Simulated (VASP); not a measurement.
# BeSe (F-43m) in VASP: single point with PBE

Aim: the single point of BeSe with PBE.

All numbers are computed with VASP 6.6.1; they aren't measurements. Logs are shortened: lines on timing, memory, paths and dates and some standing lists are left out, and cuts for length are marked.

### 1 The cell of the first run

Symmetry: F-43m, No. 216, cubic system. Conventional cell: a = 5.178 Å, b = 5.178 Å, c = 5.178 Å, α = 90.00°, β = 90.00°, γ = 90.00°. Be (site symmetry -43m) has 4 Se at 2.24 Å within 3.0 Å. Within 3.0 Å of Se (site symmetry -43m) lie 4 Be at 2.24 Å.

### 2 Single point, PBE

File INCAR:

```
PREC = Accurate
ENCUT = 600
EDIFF = 1E-6
ISMEAR = -1
SIGMA = 0.1
LREAL = F
LASPH = T
NELM = 120
ALGO = Normal
ISIF = 2
LWAVE = F
LCHARG = F
GGA = PE
NBANDS = 11
GGA_COMPAT = F
```

File KPOINTS:

```
Automatic mesh
0
Gamma
  6 6 6
```

File POSCAR:

```
BeSe
1.0
    0.0000000000      2.5891967788      2.5891967788
    2.5891967788      0.0000000000      2.5891967788
    2.5891967788      2.5891967788      0.0000000000
Be Se
1 1
Direct
    0.0000000000      0.0000000000      0.0000000000
    0.2500000000      0.2500000000      0.2500000000
```

Potentials or basis: VASP PAW PBE potentials, release 64 (Be, Se).

The run is started by

```sh
cat potpaw_PBE.64/Be/POTCAR potpaw_PBE.64/Se/POTCAR > POTCAR
mpirun -np 1 vasp_std > vasp.out
```

OUTCAR:

```text
PREC = Accurate
   ENCUT = 600
   EDIFF = 1E-6
   ISMEAR = -1
   LREAL = F
   LASPH = T
   NELM = 120
   ISIF = 2
   GGA = PE

 ion  position               nearest neighbor table
   1  0.000  0.000  0.000-   2 2.24   2 2.24   2 2.24   2 2.24
   2  0.250  0.250  0.250-   1 2.24   1 2.24   1 2.24   1 2.24

  LATTYP: Found a face centered cubic cell.
 ALAT       =     5.1783935576

  Lattice vectors:

 A1 = (   0.0000000000,   2.5891967788,   2.5891967788)
 A2 = (   2.5891967788,   0.0000000000,   2.5891967788)
 A3 = (   2.5891967788,   2.5891967788,   0.0000000000)

Analysis of symmetry for initial positions (statically):
=====================================================================
 Subroutine PRICEL returns:
 Original cell was already a primitive cell.

 Routine SETGRP: Setting up the symmetry group for a
 face centered cubic supercell.

 Subroutine GETGRP returns: Found 24 space group operations
 (whereof 24 operations were pure point group operations)
 out of a pool of 48 trial point group operations.

The static configuration has the point symmetry T_d .

Analysis of symmetry for dynamics (positions and initial velocities):
=====================================================================
 Subroutine PRICEL returns:
 Original cell was already a primitive cell.

 Routine SETGRP: Setting up the symmetry group for a
 face centered cubic supercell.

 Subroutine GETGRP returns: Found 24 space group operations
 (whereof 24 operations were pure point group operations)
 out of a pool of 48 trial point group operations.

The dynamic configuration has the point symmetry T_d .

 Subroutine INISYM returns: Found 24 space group operations
 (whereof 24 operations are pure point group operations),
 and found     1 'primitive' translations

----------------------------------------------------------------------------------------

                                     Primitive cell

  volume of cell :      34.7156

  direct lattice vectors                    reciprocal lattice vectors
     0.000000000  2.589196779  2.589196779    -0.193110081  0.193110081  0.193110081
     2.589196779  0.000000000  2.589196779     0.193110081 -0.193110081  0.193110081
     2.589196779  2.589196779  0.000000000     0.193110081  0.193110081 -0.193110081

  length of vectors
     3.661677200  3.661677200  3.661677200     0.334476472  0.334476472  0.334476472

  position of ions in fractional coordinates (direct lattice)
     0.000000000  0.000000000  0.000000000
     0.250000000  0.250000000  0.250000000

  ion indices of the primitive-cell ions
   primitive index   ion index
                 1           1
                 2           2

----------------------------------------------------------------------------------------

 KPOINTS: Automatic mesh

Automatic generation of k-mesh.
 Grid dimensions read from file:
 generate k-points for:    6    6    6

 Generating k-lattice:

  Cartesian coordinates                     Fractional coordinates (reciprocal lattice)
    -0.032185014  0.032185014  0.032185014     0.166666667  0.000000000  0.000000000
     0.032185014 -0.032185014  0.032185014     0.000000000  0.166666667  0.000000000
     0.032185014  0.032185014 -0.032185014     0.000000000  0.000000000  0.166666667

  Length of vectors
     0.055746079  0.055746079  0.055746079

  Shift w.r.t. Gamma in fractional coordinates (k-lattice)
     0.000000000  0.000000000  0.000000000

 Subroutine IBZKPT returns following result:
 ===========================================

 Found     16 irreducible k-points:

 Following reciprocal coordinates:
            Coordinates               Weight
  0.000000  0.000000  0.000000      1.000000
  0.166667  0.000000  0.000000      8.000000
  0.333333  0.000000  0.000000      8.000000
  0.500000  0.000000  0.000000      4.000000
  0.166667  0.166667  0.000000      6.000000
  0.333333  0.166667  0.000000     24.000000
[... 8 lines left out ...]
 -0.333333  0.333333  0.166667     24.000000
 -0.333333  0.500000  0.166667     12.000000
   k-points           NKPTS =     16   k-points in BZ     NKDIM =     16   number of bands    NBANDS=     11
   number of dos      NEDOS =    301   number of ions     NIONS =      2
   total plane-waves  NPLWV =  27000
   dimension x,y,z NGX =    30 NGY =   30 NGZ =   30
   dimension x,y,z NGXF=    60 NGYF=   60 NGZF=   60
   ions per type =               1   1
   NGX,Y,Z   is equivalent  to a cutoff of  13.62, 13.62, 13.62 a.u.
   NGXF,Y,Z  is equivalent  to a cutoff of  27.24, 27.24, 27.24 a.u.
 SYSTEM =  unknown system
   PREC   = accura    normal or accurate (medium, high low for compatibility)
   ISTART =      0    job   : 0-new  1-cont  2-samecut
   ICHARG =      2    charge: 1-file 2-atom 10-const
   ISPIN  =      1    spin polarized calculation?
   LNONCOLLINEAR =      F non collinear calculations
   LSORBIT =      F    spin-orbit coupling
   LASPH  =      T    aspherical Exc in radial PAW
   ENCUT  =  600.0 eV  44.10 Ry    6.64 a.u.   7.31  7.31  7.31*2*pi/ulx,y,z
   NELM   =    120;   NELMIN=  2; NELMDL= -5     # of ELM steps
   EDIFF  = 0.1E-05   stopping-criterion for ELM
   LREAL  =      F    real-space projection
   EDIFFG = 0.1E-04   stopping-criterion for IOM
   NSW    =      0    number of steps for IOM
   IBRION =     -1    ionic relax: 0-MD 1-quasi-New 2-CG
   NFREE  =      0    steps in history (QN), initial steepest desc. (CG)
   ISIF   =      2    stress and relaxation
   ISYM   =      2    0-nonsym 1-usesym 2-fastsym
   POTIM  = 0.5000    time-step for ionic-motion
   TEBEG  =    0.0;   TEEND  =   0.0 temperature during run
   PSTRESS=    0.0 pullay stress
   NELECT =       8.0000    total number of electrons
   NUPDOWN=      -1.0000    fix difference up-down
   EMIN   =  10.00;   EMAX   =-10.00  energy-range for DOS
   EFERMI =   0.00;   METHOD = LEGACY
   ISMEAR =    -1;   SIGMA  =   0.10  broadening in eV -4-tet -1-fermi 0-gaus
   EFERMI_NEDOS =   21; number of points for ismear=-14 and -15
   IALGO  =     38    algorithm
   IMIX   =      4    mixing-type and parameters
     AMIX     =   0.40;   BMIX     =  1.00
     AMIX_MAG =   1.60;   BMIX_MAG =  1.00
  volume/ion in A,a.u.               =      17.36       117.14
  Fermi-wavevector in a.u.,A,eV,Ry     =   1.003683  1.896685 13.706223  1.007379
  Thomas-Fermi vector in A             =   2.136250
   LORBIT       =      0    0 simple, 1 ext, 2 COOP (PROOUT), +10 PAW based schemes
   GGA     = PE    functional components
   LHFCALC =     F    Hartree Fock is set to
   AEXX    =    0.0000 exact exchange contribution
   IVDW    =     0    specifies the selected vdW correction
   LEPSILON=     F    determine dielectric tensor
   LRPA    =     F    only Hartree local field effects (RPA)
 non-spin polarized calculation
  energy-cutoff  :      600.00
  volume of cell :       34.72
 maximum number of plane-waves:      1173
 NGX is ok and might be reduce to    30
   NGX = 15   NGY = 15   NGZ = 15

 number of electron       8.0000000 magnetization

 Free energy of the ion-electron system (eV)
  ---------------------------------------------------
  ext. energy  EPLUGINS =         0.00000000
  ---------------------------------------------------
  free energy    TOTEN  =        -8.85540137 eV

  energy without entropy =       -8.85540122  energy(sigma->0) =       -8.85540130

 E-fermi :   4.5152     XC(G=0):  -9.3487

 val. band max:        3.1736007515   @ k =   0.0000   0.0000   0.0000
 cond. band min:       5.8366241024   @ k =   0.5000   0.5000   0.0000
 fundamental gap:      2.6630233510
 Fermi energy:         4.5152108331

 k-point     1 :       0.0000    0.0000    0.0000
  band No.  band energies     occupation
      1     -10.4981      2.00000
      2       3.1736      2.00000
      3       3.1736      2.00000
      4       3.1736      2.00000
      5       7.3925      0.00000
      6       8.1838      0.00000
      7       8.1838      0.00000
      8       8.1838      0.00000
      9      15.0922      0.00000
     10      15.6289      0.00000
     11      15.6289      0.00000

 k-point     2 :       0.1667    0.0000    0.0000
  band No.  band energies     occupation
      1     -10.2381      2.00000
      2       1.1965      2.00000
      3       2.8404      2.00000
      4       2.8404      2.00000
      5       7.6596      0.00000
      6       8.7245      0.00000
      7       8.7245      0.00000
      8       9.9325      0.00000
      9      14.4581      0.00000
     10      14.4581      0.00000
     11      15.3098      0.00000

 k-point     3 :       0.3333    0.0000    0.0000
  band No.  band energies     occupation
      1      -9.6077      2.00000
      2      -1.3208      2.00000
      3       2.3322      2.00000
      4       2.3322      2.00000
      5       7.5115      0.00000
      6       9.1838      0.00000
      7       9.1838      0.00000
      8      12.5188      0.00000
      9      15.0679      0.00000
     10      15.0679      0.00000
     11      15.1874      0.00000

 k-point     4 :       0.5000    0.0000    0.0000
  band No.  band energies     occupation
      1      -9.2032      2.00000
      2      -2.4076      2.00000
      3       2.1262      2.00000
      4       2.1262      2.00000
      5       7.4346      0.00000
      6       9.1363      0.00000
      7       9.1363      0.00000
      8      13.1252      0.00000
      9      16.5509      0.00000
     10      17.3453      0.00000
     11      17.3453      0.00000

 k-point     5 :       0.1667    0.1667    0.0000
  band No.  band energies     occupation
      1     -10.1513      2.00000
      2       1.4691      2.00000
      3       2.2443      2.00000
      4       2.2443      2.00000
      5       7.4505      0.00000
      6       9.1561      0.00000
      7       9.7160      0.00000
      8       9.7160      0.00000
      9      12.7232      0.00000
     10      16.1988      0.00000
     11      16.2952      0.00000
[... 99 lines left out ...]
 k-point    13 :       0.5000    0.5000    0.0000
  band No.  band energies     occupation
      1      -8.7610      2.00000
      2      -1.8034      2.00000
      3       0.5874      2.00000
      4       0.5874      2.00000
      5       5.8366      0.00000
      6       7.3848      0.00000
      7      14.7195      0.00000
      8      14.7195      0.00000
      9      17.5584      0.00000
     10      17.7793      0.00000
     11      19.3855      0.00000

 k-point    14 :       0.5000    0.3333    0.1667
  band No.  band energies     occupation
      1      -9.1492      2.00000
      2      -1.1938      2.00000
      3       0.2226      2.00000
      4       1.2815      2.00000
      5       8.2574      0.00000
      6       9.6198      0.00000
      7       9.8593      0.00000
      8      12.5191      0.00000
      9      15.0822      0.00000
     10      16.0551      0.00000
     11      18.5412      0.00000

 k-point    15 :      -0.3333    0.3333    0.1667
  band No.  band energies     occupation
      1      -8.8592      2.00000
      2      -1.5836      2.00000
      3      -0.2381      2.00000
      4       0.8412      2.00000
      5       8.8670      0.00000
      6       9.2143      0.00000
      7      11.7899      0.00000
      8      12.1422      0.00000
      9      13.5932      0.00000
     10      17.6241      0.00000
     11      18.0836      0.00000

 k-point    16 :      -0.3333    0.5000    0.1667
  band No.  band energies     occupation
      1      -8.7365      2.00000
      2      -1.4205      2.00000
      3      -0.1605      2.00000
      4       0.1062      2.00000
      5       7.7759      0.00000
      6       9.0893      0.00000
      7      11.9944      0.00000
      8      12.6945      0.00000
      9      16.4371      0.00000
     10      16.6913      0.00000
     11      19.0389      0.00000

------------------------ aborting loop because EDIFF is reached ----------------------------------------

  FORCE on cell =-STRESS in cart. coord.  units (eV):
  Direction    XX          YY          ZZ          XY          YZ          ZX
  --------------------------------------------------------------------------------------
  -------------------------------------------------------------------------------------
  Total        0.0414230      0.0414230      0.0414230      0.0000000      0.0000000     -0.0000000
  in kB        1.9117321      1.9117321      1.9117321      0.0000000      0.0000000     -0.0000000
  external PRESSURE =       1.9117321 kB  Pullay stress =       0.0000000 kB

 VOLUME and BASIS-vectors are now :
 -----------------------------------------------------------------------------
  energy-cutoff  :      600.00
  volume of cell :       34.72
      direct lattice vectors                 reciprocal lattice vectors
     0.000000000  2.589196779  2.589196779    -0.193110081  0.193110081  0.193110081
     2.589196779  0.000000000  2.589196779     0.193110081 -0.193110081  0.193110081
     2.589196779  2.589196779  0.000000000     0.193110081  0.193110081 -0.193110081

 POSITION                                       TOTAL-FORCE (eV/Angst)
 -----------------------------------------------------------------------------------
      0.00000      0.00000      0.00000        -0.000000     -0.000000     -0.000000
      1.29460      1.29460      1.29460         0.000000      0.000000      0.000000
 -----------------------------------------------------------------------------------
    total drift:                                0.000000      0.000000      0.000000

  FREE ENERGIE OF THE ION-ELECTRON SYSTEM (eV)
  ---------------------------------------------------
  free  energy   TOTEN  =        -8.8554013707 eV

  energy  without entropy=       -8.8554012209  energy(sigma->0) =       -8.85540130
```

It used 12 s of CPU time on 1 thread of AMD EPYC 7R13 Processor (Zen 3), on a shared host.

Results:

- Free energy: -8.8554 eV
- Pressure: 0.2 GPa
- Band gap on the k mesh: 2.66 eV, indirect (least direct gap 4.22 eV)
